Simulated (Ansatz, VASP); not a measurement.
**Os in VASP and in Ansatz**

INCAR

```
SYSTEM = Os
  PREC = Accurate
  ENCUT = 520
  EDIFF = 1E-6
  ISMEAR = 0
  SIGMA = 0.15
  LREAL = .FALSE.
  LASPH = .TRUE.
  NELM = 60
  ALGO = Normal
  ISIF = 2
  LWAVE = .FALSE.
  LCHARG = .FALSE.
  GGA = PE
  NBANDS = 15
```

KPOINTS

```
Automatic mesh
0
G
  18 18 12
  0 0 0
```

File POSCAR:

```
Os
1.0
    2.7340999755      0.0000000000      0.0000000000
   -1.3670499878      2.3678000353      0.0000000000
    0.0000000000      0.0000000000      3.9741240000
Os
2
Direct
    0.3333333333      0.6666666667      0.2500000000
    0.6666666667      0.3333333333      0.7500000000
```

Input for Ansatz:

```yaml
crystal:
  lattice:
    - [2.7340999755, 0.0, 0.0]
    - [-1.3670499878, 2.3678000353, 0.0]
    - [0.0, 0.0, 3.974124]
  atoms:
    - { symbol: Os, position: [0.3333333333, 0.6666666667, 0.25] }
    - { symbol: Os, position: [0.6666666667, 0.3333333333, 0.75] }
basis:
  ecutwfc: 420
kpoints:
  mp_grid: { grid: [18, 18, 12] }
hamiltonian:
  xc: pbe
scf:
  occupations: { method: gaussian, width: 0.15 }
output:
  forces: true
  stress: true
  eigenvalues: true
```

Change from the starting cell: strain +0.000 along x and y, -0.080 along z, atoms carried along.

Alike in both runs: task single point; functional PBE; k mesh 18 × 18 × 12; occupations gaussian, width 0.15 eV; no spin polarisation.

```csv
,VASP,Ansatz
version,VASP 6.6.1,Ansatz 0.2.0
potentials or method,"VASP PAW PBE potentials, release 64 (Os), cutoff 520 eV","scalar-relativistic, plane waves, PAW"
valence electrons in the cell,16,32
```

```tsv
	VASP	Ansatz	Ansatz less VASP
gap on the k mesh at the Fermi level (eV)	none	none	-
pressure (GPa)	60.6	59.3	-1.37
traceless stress, the component that is largest in VASP (GPa)	43.01	43.23	+0.213
```

A gap of «none» marks a metal or a gap that the smearing closes. Both programs put the cell under a high pressure, so it lies far from rest at this level. VASP's potentials hold 16 valence electrons a cell and Ansatz's 32, so a difference there can come from the potentials and not from the codes.

Spin-orbit coupling is off throughout. Noted on VASP's run: the cell as given lies far from equilibrium.
